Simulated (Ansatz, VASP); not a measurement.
## Two plane-wave programs on BN

File INCAR:

```
PREC = Accurate
ENCUT = 520
EDIFF = 1E-6
ISMEAR = -1
SIGMA = 0.02
LREAL = False
LASPH = True
NELM = 80
ALGO = Normal
ISIF = 2
LWAVE = False
LCHARG = False
GGA = PE
NBANDS = 16
```

KPOINTS

```
Automatic mesh
0
Gamma
  12 12 6
```

POSCAR

```
BN
1.0
    2.5312302487      0.0000000000      0.0000000000
   -1.2656151244      2.1921096982      0.0000000000
    0.0000000000      0.0000000000      4.1867762627
B N
2 2
Direct
    0.3333333333      0.6666666667      0.0002584899
    0.6666666667      0.3333333333      0.5002584899
    0.3333333333      0.6666666667      0.3747415101
    0.6666666667      0.3333333333      0.8747415101
```

Input for Ansatz:

```yaml
crystal:
  lattice:
    - [2.5312302487, 0.0, 0.0]
    - [-1.2656151244, 2.1921096982, 0.0]
    - [0.0, 0.0, 4.1867762627]
  atoms:
    - { symbol: B, position: [0.3333333333, 0.6666666667, 0.0002584899] }
    - { symbol: B, position: [0.6666666667, 0.3333333333, 0.5002584899] }
    - { symbol: "N", position: [0.3333333333, 0.6666666667, 0.3747415101] }
    - { symbol: "N", position: [0.6666666667, 0.3333333333, 0.8747415101] }
kpoints:
  mp_grid: { grid: [12, 12, 6] }
  band_path:
    path:
      - [0.0, 0.0, 0.0]
      - [0.5, 0.0, 0.0]
      - [0.3333333333, 0.3333333333, 0.0]
      - [0.0, 0.0, 0.5]
      - [0.5, 0.0, 0.5]
      - [0.3333333333, 0.3333333333, 0.5]
      - [0.1, 0.0, 0.0]
    npoints: 1
hamiltonian:
  xc: pbe
scf:
  occupations: { method: fermi_dirac, width: 0.02 }
  n_extra_bands: 5
output:
  forces: true
  stress: true
  eigenvalues: true
```

Change from the starting cell: hydrostatic strain -0.5%.

Alike in both runs: task single point; functional PBE; k mesh 12 × 12 × 6; occupations fermi-dirac, width 0.02 eV; no spin polarisation.

|  | VASP | Ansatz |
| --- | --- | --- |
| version | VASP 6.6.1 | Ansatz 0.2.0 |
| potentials or method | VASP PAW PBE potentials, release 64 (B, N) | plane waves, PAW |
| plane-wave cutoff (eV) | 520 | 420 |
| valence electrons in the cell | 16 | 16 |

Ansatz gave:

- gap on the k mesh at the Fermi level (eV): 5.18
- pressure (GPa): 10.7
- rms of the force components (eV/Å): 0.004

Question: Which values does VASP return?

Answer: gap on the k mesh at the Fermi level (eV): 5.16; pressure (GPa): 11.0; rms of the force components (eV/Å): 0.005.

Atom by atom the forces differ by 0.001 eV/Å (rms over components). With one functional, cell and mesh, what is left measures potentials, basis and numerics.
